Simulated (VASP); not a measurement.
# KCl (Pm-3m) in VASP: notebook

KCl is run at these levels: PBE; tasks: single point.

Everything below comes from runs of VASP 6.6.1. Logs are shortened: lines on timing, memory, paths and dates and some standing lists are left out, and cuts for length are marked.

## Step 1: The cell of the first run

It takes space group Pm-3m (No. 221, cubic). The conventional cell has a = 3.658 Å, b = 3.658 Å, c = 3.658 Å, α = 90.00°, β = 90.00°, γ = 90.00°. K (site symmetry m-3m) has 8 Cl at 3.17 Å and 6 K at 3.66 Å within 4.2 Å. Within 4.2 Å of Cl (site symmetry m-3m) lie 8 K at 3.17 Å and 6 Cl at 3.66 Å.

## Step 2: Single point, PBE (24.48 Å³/atom)

INCAR

```
SYSTEM = KCl
PREC     = Accurate       ! precision mode
ENCUT    = 500            ! plane-wave cutoff, eV
EDIFF    = 1E-6           ! SCF threshold, eV
ISMEAR   = -1             ! smearing method
SIGMA    = 0.02           ! smearing width, eV
LREAL    = .FALSE.        ! projectors in reciprocal space
LASPH    = .TRUE.         ! aspherical terms in the spheres
NELM     = 120            ! most SCF steps
ALGO     = Normal         ! electronic algorithm
ISIF     = 2              ! what is computed and relaxed
LWAVE    = .FALSE.        ! write WAVECAR
LCHARG   = .FALSE.        ! write CHGCAR
GGA      = PE             ! functional
NBANDS   = 15             ! bands
GGA_COMPAT= .FALSE.
```

KPOINTS

```
regular mesh
0
G
  7 7 7
  0 0 0
```

POSCAR

```
KCl
1.0
    3.6580669265      0.0000000000      0.0000000000
    0.0000000000      3.6580669265      0.0000000000
    0.0000000000      0.0000000000      3.6580669265
K Cl
1 1
Direct
    0.0000000000      0.0000000000      0.0000000000
    0.5000000000      0.5000000000      0.5000000000
```

Potentials or basis: VASP PAW PBE potentials, release 64 (K_sv, Cl).

Launch:

```console
> cat potpaw_PBE.64/K_sv/POTCAR potpaw_PBE.64/Cl/POTCAR > POTCAR
> mpirun -np 1 vasp_std > vasp.out
```

OUTCAR:

```text
SYSTEM = KCl
   PREC = Accurate
   ENCUT = 500
   EDIFF = 1E-6
   ISMEAR = -1
   LREAL = .FALSE.
   LASPH = .TRUE.
   NELM = 120
   ISIF = 2
   GGA = PE

 ion  position               nearest neighbor table
   1  0.000  0.000  0.000-   2 3.17   2 3.17   2 3.17   2 3.17   2 3.17   2 3.17   2 3.17   2 3.17

   2  0.500  0.500  0.500-   1 3.17   1 3.17   1 3.17   1 3.17   1 3.17   1 3.17   1 3.17   1 3.17

  LATTYP: Found a simple cubic cell.
 ALAT       =     3.6580669265

  Lattice vectors:

 A1 = (   3.6580669265,   0.0000000000,   0.0000000000)
 A2 = (   0.0000000000,   3.6580669265,   0.0000000000)
 A3 = (   0.0000000000,   0.0000000000,   3.6580669265)

Analysis of symmetry for initial positions (statically):
=====================================================================
 Subroutine PRICEL returns:
 Original cell was already a primitive cell.

 Routine SETGRP: Setting up the symmetry group for a
 simple cubic supercell.

 Subroutine GETGRP returns: Found 48 space group operations
 (whereof 48 operations were pure point group operations)
 out of a pool of 48 trial point group operations.

The static configuration has the point symmetry O_h .

Analysis of symmetry for dynamics (positions and initial velocities):
=====================================================================
 Subroutine PRICEL returns:
 Original cell was already a primitive cell.

 Routine SETGRP: Setting up the symmetry group for a
 simple cubic supercell.

 Subroutine GETGRP returns: Found 48 space group operations
 (whereof 48 operations were pure point group operations)
 out of a pool of 48 trial point group operations.

The dynamic configuration has the point symmetry O_h .

 Subroutine INISYM returns: Found 48 space group operations
 (whereof 48 operations are pure point group operations),
 and found     1 'primitive' translations

----------------------------------------------------------------------------------------

                                     Primitive cell

  volume of cell :      48.9503

  direct lattice vectors                    reciprocal lattice vectors
     3.658066927  0.000000000  0.000000000     0.273368427  0.000000000  0.000000000
     0.000000000  3.658066927  0.000000000     0.000000000  0.273368427  0.000000000
     0.000000000  0.000000000  3.658066927     0.000000000  0.000000000  0.273368427

  length of vectors
     3.658066927  3.658066927  3.658066927     0.273368427  0.273368427  0.273368427

  position of ions in fractional coordinates (direct lattice)
     0.000000000  0.000000000  0.000000000
     0.500000000  0.500000000  0.500000000

  ion indices of the primitive-cell ions
   primitive index   ion index
                 1           1
                 2           2

----------------------------------------------------------------------------------------

 KPOINTS: regular mesh

Automatic generation of k-mesh.
 Grid dimensions read from file:
 generate k-points for:    7    7    7

 Generating k-lattice:

  Cartesian coordinates                     Fractional coordinates (reciprocal lattice)
     0.039052632  0.000000000  0.000000000     0.142857143  0.000000000  0.000000000
     0.000000000  0.039052632  0.000000000     0.000000000  0.142857143  0.000000000
     0.000000000  0.000000000  0.039052632     0.000000000  0.000000000  0.142857143

  Length of vectors
     0.039052632  0.039052632  0.039052632

  Shift w.r.t. Gamma in fractional coordinates (k-lattice)
     0.000000000  0.000000000  0.000000000

 Subroutine IBZKPT returns following result:
 ===========================================

 Found     20 irreducible k-points:

 Following reciprocal coordinates:
            Coordinates               Weight
  0.000000  0.000000  0.000000      1.000000
  0.142857  0.000000  0.000000      6.000000
  0.285714  0.000000  0.000000      6.000000
  0.428571  0.000000  0.000000      6.000000
  0.142857  0.142857  0.000000     12.000000
  0.285714  0.142857  0.000000     24.000000
[... 12 lines left out ...]
  0.428571  0.428571  0.285714     24.000000
  0.428571  0.428571  0.428571      8.000000
   k-points           NKPTS =     20   k-points in BZ     NKDIM =     20   number of bands    NBANDS=     15
   number of dos      NEDOS =    301   number of ions     NIONS =      2
   total plane-waves  NPLWV =  21952
   dimension x,y,z NGX =    28 NGY =   28 NGZ =   28
   dimension x,y,z NGXF=    56 NGYF=   56 NGZF=   56
   ions per type =               1   1
   NGX,Y,Z   is equivalent  to a cutoff of  12.72, 12.72, 12.72 a.u.
   NGXF,Y,Z  is equivalent  to a cutoff of  25.45, 25.45, 25.45 a.u.
 SYSTEM =  KCl
   PREC   = accura    normal or accurate (medium, high low for compatibility)
   ISTART =      0    job   : 0-new  1-cont  2-samecut
   ICHARG =      2    charge: 1-file 2-atom 10-const
   ISPIN  =      1    spin polarized calculation?
   LNONCOLLINEAR =      F non collinear calculations
   LSORBIT =      F    spin-orbit coupling
   LASPH  =      T    aspherical Exc in radial PAW
   ENCUT  =  500.0 eV  36.75 Ry    6.06 a.u.   6.67  6.67  6.67*2*pi/ulx,y,z
   NELM   =    120;   NELMIN=  2; NELMDL= -5     # of ELM steps
   EDIFF  = 0.1E-05   stopping-criterion for ELM
   LREAL  =      F    real-space projection
   EDIFFG = 0.1E-04   stopping-criterion for IOM
   NSW    =      0    number of steps for IOM
   IBRION =     -1    ionic relax: 0-MD 1-quasi-New 2-CG
   NFREE  =      0    steps in history (QN), initial steepest desc. (CG)
   ISIF   =      2    stress and relaxation
   ISYM   =      2    0-nonsym 1-usesym 2-fastsym
   POTIM  = 0.5000    time-step for ionic-motion
   TEBEG  =    0.0;   TEEND  =   0.0 temperature during run
   PSTRESS=    0.0 pullay stress
   NELECT =      16.0000    total number of electrons
   NUPDOWN=      -1.0000    fix difference up-down
   EMIN   =  10.00;   EMAX   =-10.00  energy-range for DOS
   EFERMI =   0.00;   METHOD = LEGACY
   ISMEAR =    -1;   SIGMA  =   0.02  broadening in eV -4-tet -1-fermi 0-gaus
   EFERMI_NEDOS =   21; number of points for ismear=-14 and -15
   IALGO  =     38    algorithm
   IMIX   =      4    mixing-type and parameters
     AMIX     =   0.40;   BMIX     =  1.00
     AMIX_MAG =   1.60;   BMIX_MAG =  1.00
  volume/ion in A,a.u.               =      24.48       165.17
  Fermi-wavevector in a.u.,A,eV,Ry     =   1.127708  2.131058 17.302862  1.271724
  Thomas-Fermi vector in A             =   2.264395
   LORBIT       =      0    0 simple, 1 ext, 2 COOP (PROOUT), +10 PAW based schemes
   GGA     = PE    functional components
   LHFCALC =     F    Hartree Fock is set to
   AEXX    =    0.0000 exact exchange contribution
   IVDW    =     0    specifies the selected vdW correction
   LEPSILON=     F    determine dielectric tensor
   LRPA    =     F    only Hartree local field effects (RPA)
 non-spin polarized calculation
  energy-cutoff  :      500.00
  volume of cell :       48.95
 maximum number of plane-waves:      1265
 NGX is ok and might be reduce to    28
   NGX = 13   NGY = 13   NGZ = 13

 number of electron      15.9999995 magnetization

 Free energy of the ion-electron system (eV)
  ---------------------------------------------------
  ext. energy  EPLUGINS =         0.00000000
  ---------------------------------------------------
  free energy    TOTEN  =        -6.57514660 eV

  energy without entropy =       -6.57514660  energy(sigma->0) =       -6.57514660

 E-fermi :   0.3698     XC(G=0):  -8.7181

 val. band max:       -0.0810855602   @ k =   0.4286   0.4286   0.0000
 cond. band min:       5.4221410607   @ k =   0.0000   0.0000   0.0000
 fundamental gap:      5.5032266209
 Fermi energy:         0.3698173571

 k-point     1 :       0.0000    0.0000    0.0000
  band No.  band energies     occupation
      1     -27.8925      2.00000
      2     -12.9212      2.00000
      3     -11.2443      2.00000
      4     -11.2443      2.00000
      5     -11.2443      2.00000
      6      -0.2806      2.00000
      7      -0.2806      2.00000
      8      -0.2806      2.00000
      9       5.4221      0.00000
     10       6.3501      0.00000
     11       6.3501      0.00000
     12      10.9649      0.00000
     13      10.9649      0.00000
     14      10.9649      0.00000
     15      14.1293      0.00000

 k-point     2 :       0.1429    0.0000    0.0000
  band No.  band energies     occupation
      1     -27.8858      2.00000
      2     -12.9623      2.00000
      3     -11.2346      2.00000
      4     -11.2346      2.00000
      5     -11.2145      2.00000
      6      -0.7429      2.00000
      7      -0.2903      2.00000
      8      -0.2903      2.00000
      9       5.9360      0.00000
     10       6.5373      0.00000
     11       6.8788      0.00000
     12      10.8942      0.00000
     13      10.8942      0.00000
     14      11.0794      0.00000
     15      13.2777      0.00000

 k-point     3 :       0.2857    0.0000    0.0000
  band No.  band energies     occupation
      1     -27.8708      2.00000
      2     -13.0586      2.00000
      3     -11.2126      2.00000
      4     -11.2126      2.00000
      5     -11.1359      2.00000
      6      -1.5831      2.00000
      7      -0.3134      2.00000
      8      -0.3134      2.00000
      9       7.0354      0.00000
     10       7.0708      0.00000
     11       8.0901      0.00000
     12      10.8323      0.00000
     13      10.8323      0.00000
     14      11.3720      0.00000
     15      11.6872      0.00000
[... 271 lines left out ...]
 k-point    19 :       0.4286    0.4286    0.2857
  band No.  band energies     occupation
      1     -27.8096      2.00000
      2     -12.4774      2.00000
      3     -11.5196      2.00000
      4     -11.4857      2.00000
      5     -11.3732      2.00000
      6      -1.5863      2.00000
      7      -1.5802      2.00000
      8      -1.1504      2.00000
      9       7.8089      0.00000
     10       8.8275      0.00000
     11       8.9912      0.00000
     12       9.6118      0.00000
     13      10.9547      0.00000
     14      11.0105      0.00000
     15      13.1302      0.00000

 k-point    20 :       0.4286    0.4286    0.4286
  band No.  band energies     occupation
      1     -27.7993      2.00000
      2     -12.3808      2.00000
      3     -11.4882      2.00000
      4     -11.4875      2.00000
      5     -11.4875      2.00000
      6      -1.6670      2.00000
      7      -1.6670      2.00000
      8      -1.6052      2.00000
      9       8.7265      0.00000
     10       9.0807      0.00000
     11       9.0807      0.00000
     12      10.4887      0.00000
     13      10.5325      0.00000
     14      10.5325      0.00000
     15      13.0383      0.00000

------------------------ aborting loop because EDIFF is reached ----------------------------------------

  FORCE on cell =-STRESS in cart. coord.  units (eV):
  Direction    XX          YY          ZZ          XY          YZ          ZX
  --------------------------------------------------------------------------------------
  -------------------------------------------------------------------------------------
  Total        1.1548113      1.1548113      1.1548113      0.0000000      0.0000000      0.0000000
  in kB       37.7978125     37.7978125     37.7978125      0.0000000      0.0000000      0.0000000
  external PRESSURE =      37.7978125 kB  Pullay stress =       0.0000000 kB

 VOLUME and BASIS-vectors are now :
 -----------------------------------------------------------------------------
  energy-cutoff  :      500.00
  volume of cell :       48.95
      direct lattice vectors                 reciprocal lattice vectors
     3.658066927  0.000000000  0.000000000     0.273368427  0.000000000  0.000000000
     0.000000000  3.658066927  0.000000000     0.000000000  0.273368427  0.000000000
     0.000000000  0.000000000  3.658066927     0.000000000  0.000000000  0.273368427

 POSITION                                       TOTAL-FORCE (eV/Angst)
 -----------------------------------------------------------------------------------
      0.00000      0.00000      0.00000         0.000000      0.000000      0.000000
      1.82903      1.82903      1.82903         0.000000      0.000000      0.000000
 -----------------------------------------------------------------------------------
    total drift:                               -0.000000      0.000000      0.000000

  FREE ENERGIE OF THE ION-ELECTRON SYSTEM (eV)
  ---------------------------------------------------
  free  energy   TOTEN  =        -6.5751466042 eV

  energy  without entropy=       -6.5751466041  energy(sigma->0) =       -6.57514660
```

Wall time 14 s (1 thread of Intel Xeon 8259CL, shared host); peak memory 0.13 GiB.

What came out:

- Free energy: -6.5751 eV
- Pressure: 3.8 GPa
- Band gap on the k mesh: 5.50 eV (least direct gap 5.70 eV)

Caveat: the cell stands under pressure; an odd mesh through Γ misses points on the zone boundary, where band edges can lie.

## Step 3: Single point, PBE (25.43 Å³/atom)

This run uses another cell than the first one, of 25.43 Å³/atom.

INCAR

```
SYSTEM = KCl
PREC = Accurate
ENCUT = 500
EDIFF = 1E-6
ISMEAR = -1
SIGMA = 0.02
LREAL = .FALSE.
LASPH = .TRUE.
NELM = 120
ALGO = Normal
ISIF = 2
LWAVE = .FALSE.
LCHARG = .FALSE.
GGA = PE
NBANDS = 15
GGA_COMPAT = .FALSE.
```

KPOINTS is that of step 2.

POSCAR

```
KCl
1.0
    3.7052729967      0.0000000000      0.0000000000
    0.0000000000      3.7052729967      0.0000000000
    0.0000000000      0.0000000000      3.7052729967
K Cl
1 1
Direct
    0.0000000000      0.0000000000      0.0000000000
    0.5000000000      0.5000000000      0.5000000000
```

Potentials or basis: VASP PAW PBE potentials, release 64 (K_sv, Cl).

Launch:

```console
> cat potpaw_PBE.64/K_sv/POTCAR potpaw_PBE.64/Cl/POTCAR > POTCAR
> mpirun -np 1 vasp_std > vasp.out
```

It took 15 s on 1 thread of Intel Xeon 8259CL, shared host; peak memory 0.13 GiB.

Results (log left out):

```yaml
Free_energy: -6.6134 eV
Pressure: 2.5 GPa
Band_gap_on_the_k_mesh: 5.30 eV (least direct gap 5.50 eV)
```

Levels at points of the mesh, in eV from the valence-band top:
```tsv
k point	band 6	band 7	band 8	band 9	band 10	band 11
(0.00, 0.00, 0.00)	-0.20	-0.20	-0.20	5.30	6.48	6.48
```

Caveat: an odd mesh through Γ misses points on the zone boundary, where band edges can lie.
